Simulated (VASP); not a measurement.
# Al (Fm-3m) in VASP: notebook, part 2 of 2

VASP 6.6.1.

## 4. Single point, r2SCAN (14.65 Å³/atom)

This run uses another cell than the first one, of 14.65 Å³/atom.

POSCAR reads:

```
Al
1.0
    0.0000000000      1.9419610674      1.9419610674
    1.9419610674      0.0000000000      1.9419610674
    1.9419610674      1.9419610674      0.0000000000
Al
1
Direct
    0.0000000000      0.0000000000      0.0000000000
```

INCAR.step1 reads:

```
PREC = Accurate ; ENCUT = 520
ISMEAR = -1 ; SIGMA = 0.1
LREAL = F ; LASPH = T
NELM = 80 ; NBANDS = 8
GGA = PE ; ALGO = Normal
EDIFF = 1E-4 ; LWAVE = T
LCHARG = F
```

INCAR.step2 reads:

```
PREC = Accurate ; ENCUT = 520
EDIFF = 1E-7 ; ISMEAR = -1
SIGMA = 0.1 ; LREAL = F
LASPH = T ; NELM = 80
ALGO = Normal ; ISIF = 2
LWAVE = F ; LCHARG = F
METAGGA = R2SCAN ; LMIXTAU = T
NBANDS = 8 ; ISTART = 1
```

KPOINTS reads:

```
Automatic mesh
0
Gamma
  22 22 22
```

Potentials or basis: VASP PAW PBE potentials, release 64 (Al).

The run is started by

```console
cat potpaw_PBE.64/Al/POTCAR > POTCAR
cp INCAR.step1 INCAR
mpirun -np 1 vasp_std > vasp.out
cp INCAR.step2 INCAR
mpirun -np 1 vasp_std > vasp.out
```

OUTCAR:

```text
PREC = Accurate
   ENCUT = 520
   EDIFF = 1E-7
   ISMEAR = -1
   LREAL = F
   LASPH = T
   NELM = 80
   ISIF = 2
   METAGGA = R2SCAN
   ISTART = 1

 ion  position               nearest neighbor table
   1  0.000  0.000  0.000-

  LATTYP: Found a face centered cubic cell.
 ALAT       =     3.8839221348

  Lattice vectors:

 A1 = (   0.0000000000,   1.9419610674,   1.9419610674)
 A2 = (   1.9419610674,   0.0000000000,   1.9419610674)
[... 440 lines left out ...]
      6      23.5270      0.00000
      7      26.7140      0.00000
      8      28.1101      0.00000

 [... further k-points ...]

------------------------ aborting loop because EDIFF is reached ----------------------------------------

  FORCE on cell =-STRESS in cart. coord.  units (eV):
  Direction    XX          YY          ZZ          XY          YZ          ZX
  --------------------------------------------------------------------------------------
  -------------------------------------------------------------------------------------
  Total        0.8109935      0.8109935      0.8109935     -0.0000000      0.0000000     -0.0000000
  in kB       88.7107831     88.7107831     88.7107831     -0.0000000      0.0000000     -0.0000000
  external PRESSURE =      88.7107831 kB  Pullay stress =       0.0000000 kB

 VOLUME and BASIS-vectors are now :
 -----------------------------------------------------------------------------
  energy-cutoff  :      520.00
  volume of cell :       14.65
      direct lattice vectors                 reciprocal lattice vectors
     0.000000000  1.941961067  1.941961067    -0.257471691  0.257471691  0.257471691
     1.941961067  0.000000000  1.941961067     0.257471691 -0.257471691  0.257471691
     1.941961067  1.941961067  0.000000000     0.257471691  0.257471691 -0.257471691

 POSITION                                       TOTAL-FORCE (eV/Angst)
 -----------------------------------------------------------------------------------
      0.00000      0.00000      0.00000         0.000000      0.000000      0.000000
 -----------------------------------------------------------------------------------
    total drift:                                0.000000     -0.000000     -0.000000

  FREE ENERGIE OF THE ION-ELECTRON SYSTEM (eV)
  ---------------------------------------------------
  free  energy   TOTEN  =        -6.7139548743 eV

  energy  without entropy=       -6.7038546655  energy(sigma->0) =       -6.70890477
```

OUTCAR.step1:

```text
PREC = Accurate
   ENCUT = 520
   ISMEAR = -1
   LREAL = F
   LASPH = T
   NELM = 80
[... 477 lines left out ...]

 POSITION                                       TOTAL-FORCE (eV/Angst)
 -----------------------------------------------------------------------------------
      0.00000      0.00000      0.00000         0.000000     -0.000000      0.000000
 -----------------------------------------------------------------------------------
    total drift:                                0.000000      0.000000     -0.000000

  FREE ENERGIE OF THE ION-ELECTRON SYSTEM (eV)
  ---------------------------------------------------
  free  energy   TOTEN  =        -3.6911122305 eV

  energy  without entropy=       -3.6797376654  energy(sigma->0) =       -3.68542495
```

It took 48 s on 1 thread of Intel Xeon 6975P-C (Granite Rapids), shared host; peak memory 0.14 GiB.

What came out:

- Free energy: -6.7140 eV
- Pressure: 8.9 GPa
- Band gap on the k mesh: zero (an odd number of electrons rules out a gap without spin polarisation)

Caveat: the cell stands under pressure; the PAW data sets were made with another functional, which shifts forces and pressure a little.

## 5. Single point, r2SCAN (15.28 Å³/atom)

This run uses another cell than the first one, of 15.28 Å³/atom.

POSCAR reads:

```
Al
1.0
    0.0000000000      1.9697071170      1.9697071170
    1.9697071170      0.0000000000      1.9697071170
    1.9697071170      1.9697071170      0.0000000000
Al
1
Direct
    0.0000000000      0.0000000000      0.0000000000
```

INCAR.step1 reads:

```
PREC = Accurate
ENCUT = 520
ISMEAR = -1
SIGMA = 0.1
LREAL = False
LASPH = True
NELM = 60
NBANDS = 8
GGA = PE
ALGO = Normal
EDIFF = 1E-4
LWAVE = True
LCHARG = False
```

INCAR.step2 reads:

```
PREC = Accurate
ENCUT = 520
EDIFF = 1E-7
ISMEAR = -1
SIGMA = 0.1
LREAL = False
LASPH = True
NELM = 60
ALGO = Normal
ISIF = 2
LWAVE = False
LCHARG = False
METAGGA = R2SCAN
LMIXTAU = True
NBANDS = 8
ISTART = 1
```

KPOINTS is that of step 4.

Potentials or basis: VASP PAW PBE potentials, release 64 (Al).

The run is started by

```console
cat potpaw_PBE.64/Al/POTCAR > POTCAR
cp INCAR.step1 INCAR
mpirun -np 1 vasp_std > vasp.out
cp INCAR.step2 INCAR
mpirun -np 1 vasp_std > vasp.out
```

OUTCAR:

```text
PREC = Accurate
   ENCUT = 520
   EDIFF = 1E-7
   ISMEAR = -1
   LREAL = False
   LASPH = True
   NELM = 60
   ISIF = 2
   METAGGA = R2SCAN
   ISTART = 1

 ion  position               nearest neighbor table
   1  0.000  0.000  0.000-

  LATTYP: Found a face centered cubic cell.
 ALAT       =     3.9394142340

  Lattice vectors:

 A1 = (   0.0000000000,   1.9697071170,   1.9697071170)
 A2 = (   1.9697071170,   0.0000000000,   1.9697071170)
[... 442 lines left out ...]
      7      25.8890      0.00000
      8      27.0250      0.00000

 [... further k-points ...]

------------------------ aborting loop because EDIFF is reached ----------------------------------------

  FORCE on cell =-STRESS in cart. coord.  units (eV):
  Direction    XX          YY          ZZ          XY          YZ          ZX
  --------------------------------------------------------------------------------------
  -------------------------------------------------------------------------------------
  Total        0.3615209      0.3615209      0.3615209      0.0000000      0.0000000     -0.0000000
  in kB       37.8973622     37.8973622     37.8973622      0.0000000      0.0000000     -0.0000000
  external PRESSURE =      37.8973622 kB  Pullay stress =       0.0000000 kB

 VOLUME and BASIS-vectors are now :
 -----------------------------------------------------------------------------
  energy-cutoff  :      520.00
  volume of cell :       15.28
      direct lattice vectors                 reciprocal lattice vectors
     0.000000000  1.969707117  1.969707117    -0.253844846  0.253844846  0.253844846
     1.969707117  0.000000000  1.969707117     0.253844846 -0.253844846  0.253844846
     1.969707117  1.969707117  0.000000000     0.253844846  0.253844846 -0.253844846

 POSITION                                       TOTAL-FORCE (eV/Angst)
 -----------------------------------------------------------------------------------
      0.00000      0.00000      0.00000        -0.000000     -0.000000     -0.000000
 -----------------------------------------------------------------------------------
    total drift:                                0.000000      0.000000     -0.000000

  FREE ENERGIE OF THE ION-ELECTRON SYSTEM (eV)
  ---------------------------------------------------
  free  energy   TOTEN  =        -6.7386720743 eV

  energy  without entropy=       -6.7279112770  energy(sigma->0) =       -6.73329168
```

OSZICAR.step1:

```text
N       E                     dE             d eps       ncg     rms          rms(c)
DAV:   1    -0.226919573401E+01   -0.22692E+01   -0.88599E+02  5288   0.206E+02
DAV:   2    -0.374602157674E+01   -0.14768E+01   -0.14322E+01  7304   0.196E+01
DAV:   3    -0.375280110692E+01   -0.67795E-02   -0.67749E-02  6680   0.147E+00
DAV:   4    -0.375281695166E+01   -0.15845E-04   -0.15845E-04  8304   0.624E-02
DAV:   5    -0.375281697630E+01   -0.24640E-07   -0.24870E-07  6688   0.137E-03    0.144E+00
DAV:   6    -0.373891309469E+01    0.13904E-01   -0.12875E-03  7248   0.172E-01    0.838E-01
DAV:   7    -0.372879052747E+01    0.10123E-01   -0.39483E-03  6888   0.281E-01    0.162E-01
DAV:   8    -0.372878696486E+01    0.35626E-05   -0.12013E-05  6864   0.246E-02
   1 F= -.37287870E+01 E0= -.37228404E+01  d E =-.118932E-01
```

Run time: 47 s. Hardware: 1 thread of Intel Xeon 6975P-C (Granite Rapids), shared host; peak memory 0.15 GiB.

What came out:

| Property | Result |
| --- | --- |
| Free energy | -6.7387 eV |
| Pressure | 3.8 GPa |
| Band gap on the k mesh | zero (an odd number of electrons rules out a gap without spin polarisation) |

Levels at points of the mesh, in eV from the Fermi level:
```csv
k point,band 1,band 2,band 3,band 4,band 5,band 6
"(0.00, 0.00, 0.00)",-12.38,13.77,13.77,13.77,16.31,16.31
"(0.50, 0.00, 0.00)",-5.31,-4.63,12.46,12.46,13.21,13.21
"(0.50, 0.50, 0.00)",-3.34,-1.69,5.48,6.40,6.40,10.74
```

Caveat: the cell stands under pressure; the PAW data sets were made with another functional, which shifts forces and pressure a little.

## 6. Single point, r2SCAN

POSCAR reads:

```
Al
1.0
    0.0000000000      1.9966927596      1.9966927596
    1.9966927596      0.0000000000      1.9966927596
    1.9966927596      1.9966927596      0.0000000000
Al
1
Direct
    0.0000000000      0.0000000000      0.0000000000
```

INCAR.step1 reads:

```
SYSTEM = Al
PREC = Accurate
ENCUT = 520
ISMEAR = -1
SIGMA = 0.1
LREAL = .FALSE.
LASPH = .TRUE.
NELM = 100
NBANDS = 8
GGA = PE
ALGO = Normal
EDIFF = 1E-4
LWAVE = .TRUE.
LCHARG = .FALSE.
```

INCAR.step2 reads:

```
SYSTEM = Al
PREC = Accurate
ENCUT = 520
EDIFF = 1E-6
ISMEAR = -1
SIGMA = 0.1
LREAL = .FALSE.
LASPH = .TRUE.
NELM = 100
ALGO = Normal
ISIF = 2
LWAVE = .FALSE.
LCHARG = .FALSE.
METAGGA = R2SCAN
LMIXTAU = .TRUE.
NBANDS = 8
ISTART = 1
```

KPOINTS reads:

```
Automatic mesh
0
G
  22 22 22
  0 0 0
```

Potentials or basis: VASP PAW PBE potentials, release 64 (Al).

The run is started by

```console
cat potpaw_PBE.64/Al/POTCAR > POTCAR
cp INCAR.step1 INCAR
mpirun -np 1 vasp_std > vasp.out
cp INCAR.step2 INCAR
mpirun -np 1 vasp_std > vasp.out
```

Run time: 44 s. Hardware: 1 thread of Intel Xeon 6975P-C (Granite Rapids), shared host; peak memory 0.16 GiB.

The run converged. Its results:

| Property | Result |
| --- | --- |
| Free energy | -6.7452 eV |
| Pressure | -0.3 GPa |
| Band gap on the k mesh | zero (an odd number of electrons rules out a gap without spin polarisation) |

Levels at points of the mesh, in eV from the Fermi level:
```csv
k point,band 1,band 2,band 3,band 4
"(0.00, 0.00, 0.00)",-12.09,13.53,13.53,13.53
"(0.50, 0.00, 0.00)",-5.14,-4.58,12.26,12.26
"(0.50, 0.50, 0.00)",-3.24,-1.66,5.48,6.19
```

Caveat: the PAW data sets were made with another functional, which shifts forces and pressure a little.

## 7. The runs side by side

```csv
cell,k mesh,gap on the mesh (eV),pressure (GPa)
"a = 2.824 Å, angles 60.0°, 1 atom",13 × 13 × 13,none,-0.3
"a = 2.706 Å, angles 60.0°, 1 atom",22 × 22 × 22,none,15.2
"a = 2.746 Å, angles 60.0°, 1 atom",22 × 22 × 22,none,8.9
"a = 2.786 Å, angles 60.0°, 1 atom",22 × 22 × 22,none,3.8
"a = 2.824 Å, angles 60.0°, 1 atom",22 × 22 × 22,none,-0.3
```

Alike in all rows: task single point; level r2SCAN; potentials or basis VASP PAW PBE potentials, release 64 (Al); no spin polarisation; cutoff (eV) 520; smearing fermi-dirac 0.1 eV.

Caveats: the PAW data sets were made with another functional, which shifts forces and pressure a little; the cell stands under pressure (at least some runs).

Absolute energies hang on the potentials; compare differences alone.
